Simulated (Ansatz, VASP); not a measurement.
## AlP in VASP and in Ansatz

File INCAR:

```
PREC = Accurate
ENCUT = 500
EDIFF = 1E-6
ISMEAR = 0
SIGMA = 0.05
LREAL = False
LASPH = True
NELM = 120
ALGO = Normal
ISIF = 2
LWAVE = False
LCHARG = False
GGA = PE
NBANDS = 11
GGA_COMPAT = False
```

Contents of KPOINTS:

```
Automatic mesh
0
Gamma
  8 8 8
```

The input POSCAR:

```
AlP
1.0
    0.0000000000      2.5892250000      2.5892250000
    2.5892250000      0.0000000000      2.5892250000
    2.5892250000      2.5892250000      0.0000000000
Al P
1 1
Direct
    0.0000000000      0.0000000000      0.0000000000
    0.7500000000      0.7500000000      0.7500000000
```

Input for Ansatz:

```yaml
crystal:
  lattice:
    - [0.0, 2.589225, 2.589225]
    - [2.589225, 0.0, 2.589225]
    - [2.589225, 2.589225, 0.0]
  atoms:
    - { symbol: Al, position: [0.0, 0.0, 0.0] }
    - { symbol: P, position: [0.75, 0.75, 0.75] }
basis:
  ecutwfc: 420
kpoints:
  mp_grid: { grid: [8, 8, 8] }
hamiltonian:
  xc: pbe
scf:
  occupations: { method: gaussian, width: 0.05 }
output:
  forces: true
  stress: true
  eigenvalues: true
```

Change from the starting cell: strain -0.050 along x and y, -0.050 along z, atoms carried along.

Alike in both runs: task single point; functional PBE; k mesh 8 × 8 × 8; occupations gaussian, width 0.05 eV; no spin polarisation.

|  | VASP | Ansatz |
| --- | --- | --- |
| version | VASP 6.6.1 | Ansatz 0.2.0 |
| potentials or method | VASP PAW PBE potentials, release 64 (Al, P), cutoff 500 eV | scalar-relativistic, plane waves, PAW |
| valence electrons in the cell | 8 | 8 |

```csv
,VASP,Ansatz,Ansatz less VASP
gap on the k mesh at the Fermi level (eV),1.21,1.22,+0.003
least direct gap on the mesh (eV),3.66,3.66,-0.001
pressure (GPa),22.1,22.3,+0.16
```

The functional is the same, so the differences come from potentials, cutoffs and numerics.
